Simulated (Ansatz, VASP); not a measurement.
# InGa2As3: VASP beside Ansatz

Contents of INCAR:

```
SYSTEM = InGa2As3
PREC = Accurate
ENCUT = 600
EDIFF = 1E-7
ISMEAR = 0
SIGMA = 0.2
LREAL = .False.
LASPH = .True.
NELM = 60
ALGO = Normal
ISIF = 3
LWAVE = .False.
LCHARG = .False.
GGA = PE
IBRION = 2
NSW = 36
EDIFFG = -0.08
```

File KPOINTS:

```
regular mesh
0
Gamma
  5 5 2
  0 0 0
```

POSCAR

```
InGa2As3
1.0
    4.0940000000      0.0000000000      0.0000000000
   -2.0470000000      3.5455080000      0.0000000000
    0.0000000000      0.0000000000     10.0300000000
In Ga As
1 2 3
Direct
    0.0000000000      0.0000000000      0.0000000000
    0.6666666700      0.3333333300      0.6666700000
    0.3333333300      0.6666666700      0.3333300000
    0.3333333300      0.6666666700      0.5833300000
    0.6666666700      0.3333333300      0.9166700000
    0.0000000000      0.0000000000      0.2500000000
```

Input for Ansatz:

```yaml
crystal:
  lattice:
    - [4.094, 0.0, 0.0]
    - [-2.047, 3.545508, 0.0]
    - [0.0, 0.0, 10.03]
  atoms:
    - { symbol: In, position: [0.0, 0.0, 0.0] }
    - { symbol: Ga, position: [0.66666667, 0.33333333, 0.66667] }
    - { symbol: Ga, position: [0.33333333, 0.66666667, 0.33333] }
    - { symbol: As, position: [0.33333333, 0.66666667, 0.58333] }
    - { symbol: As, position: [0.66666667, 0.33333333, 0.91667] }
    - { symbol: As, position: [0.0, 0.0, 0.25] }
basis:
  ecutwfc: 420
kpoints:
  mp_grid: { grid: [5, 5, 2] }
hamiltonian:
  xc: pbe
scf:
  occupations: { method: gaussian, width: 0.2 }
  lower_state_search: "off"
output:
  forces: true
  stress: true
  eigenvalues: true
relax:
  adjacent_minimum: "off"
  f_tol: 0.08
  max_steps: 16
  cell: { stress_tol: 0.8 }
```

Alike in both runs: task relaxation of cell and atoms; functional PBE; k mesh 5 × 5 × 2; occupations gaussian, width 0.2 eV; no spin polarisation.

```csv
,VASP,Ansatz
version,VASP 6.6.1,Ansatz 0.2.0
potentials or method,"VASP PAW PBE potentials, release 64 (In_d, Ga_d, As), cutoff 600 eV","scalar-relativistic, plane waves, PAW"
valence electrons in the cell,54,84
```

|  | VASP | Ansatz | Ansatz less VASP |
| --- | --- | --- | --- |
| gap on the k mesh at the Fermi level, each at its own relaxed structure (eV) | none | none | - |
| relaxed volume (Å³/atom) | 25.80 | 25.76 | -0.043 |
| relaxed cell length with the largest relative difference (Å) | 4.182 | 4.175 | -0.0066 |

A gap of «none» marks a metal or a gap that the smearing closes. VASP's potentials hold 54 valence electrons a cell and Ansatz's 84, so a difference there can come from the potentials and not from the codes.
